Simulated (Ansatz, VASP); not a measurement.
**One calculation of Co, two programs**

The input INCAR:

```
ALGO = Normal
EDIFF = 1E-6
ENCUT = 520
GGA = PE
ISIF = 2
ISMEAR = -1
ISPIN = 2
LASPH = True
LCHARG = False
LMAXMIX = 4
LORBIT = 11
LREAL = False
LWAVE = False
MAGMOM = 2 2
NBANDS = 20
NELM = 150
PREC = Accurate
SIGMA = 0.08
```

KPOINTS

```
k-points
0
Gamma
  15 15 8
```

Contents of POSCAR:

```
Co
1.0
    2.4735120621      0.0000000000      0.0000000000
   -1.2367560310      2.1421242823      0.0000000000
    0.0000000000      0.0000000000      4.0148946085
Co
2
Direct
    0.3333333333      0.6666666667      0.2500000000
    0.6666666667      0.3333333333      0.7500000000
```

Input for Ansatz:

```yaml
crystal:
  lattice:
    - [2.4735120621, 0.0, 0.0]
    - [-1.236756031, 2.1421242823, 0.0]
    - [0.0, 0.0, 4.0148946085]
  atoms:
    - { symbol: Co, position: [0.3333333333, 0.6666666667, 0.25], spin: 2.0 }
    - { symbol: Co, position: [0.6666666667, 0.3333333333, 0.75], spin: 2.0 }
magnetization:
  spin_polarized: true
kpoints:
  mp_grid: { grid: [15, 15, 8] }
scf:
  occupations: { method: fermi_dirac, width: 0.08 }
  lower_state_search: "off"
hamiltonian:
  xc: pbe
  pseudopotentials: { kind: paw }
output:
  forces: true
  stress: true
  eigenvalues: true
  populations: true
```

Change from the starting cell: volume scaled by 0.96, PAW files.

Alike in both runs: task single point; functional PBE; k mesh 15 × 15 × 8; occupations fermi-dirac, width 0.08 eV; collinear spin.

```csv
,VASP,Ansatz
version,VASP 6.6.1,Ansatz 0.2.0
potentials or method,"VASP PAW PBE potentials, release 64 (Co)","PAW with Ansatz's default frozen-core files, scalar-relativistic"
plane-wave cutoff (eV),520,420
valence electrons in the cell,18,34
```

Ansatz gave:

```
pressure (GPa)                                                : 5.0
traceless stress, the component that is largest in VASP (GPa) : -0.77
net moment per atom (μB)                                      : 1.61
size of the moment on the site where the two differ most (μB) : 1.68
```

Q: Estimate VASP's values.

A: Pressure (GPa): 4.1; traceless stress, the component that is largest in VASP (GPa): -0.87; net moment per atom (μB): 1.61; size of the moment on the site where the two differ most (μB): 1.62.

Site moments also hang on the region over which each program counts them. VASP's potentials hold 18 valence electrons a cell and Ansatz's 34, so a difference there can come from the potentials and not from the codes.
